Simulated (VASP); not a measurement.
Runs of VASP 6.6.1 on Sc. The structure is that of space group P6_3/mmc (No. 194), or close to it. The cells are those of the table. 

```csv
cell,gap on the mesh (eV),pressure (GPa)
"a = 3.037, b = 3.037, c = 4.699 Å, angles 90.0, 90.0, 120.0°, 2 atoms",none,15.2
"a = 3.091, b = 3.091, c = 4.779 Å, angles 90.0, 90.0, 120.0°, 2 atoms",none,(b)
"a = 3.165, b = 3.165, c = 4.905 Å, angles 90.0, 90.0, 120.0°, 2 atoms",none,(a)
"a = 3.126, b = 3.126, c = 4.838 Å, angles 90.0, 90.0, 120.0°, 2 atoms",none,7.1
"a = 3.227, b = 3.227, c = 5.011 Å, angles 90.0, 90.0, 120.0°, 2 atoms",none,0.1
"a = 3.195, b = 3.195, c = 4.954 Å, angles 90.0, 90.0, 120.0°, 2 atoms",none,2.1
"a = 3.210, b = 3.210, c = 4.981 Å, angles 90.0, 90.0, 120.0°, 2 atoms",none,1.1
```

Alike in all rows: task single point; level LDA; potentials or basis VASP PAW LDA potentials, release 64 (Sc_sv); no spin polarisation; k mesh 16 × 16 × 10; cutoff (eV) 520; smearing fermi-dirac 0.1 eV.

Problem. Estimate the missing entries.

Solution. (a) 4.1; (b) 10.2.

Caveats: the cell stands under pressure (at least some runs).

A gap of «none» marks levels without a gap at the run's occupations.
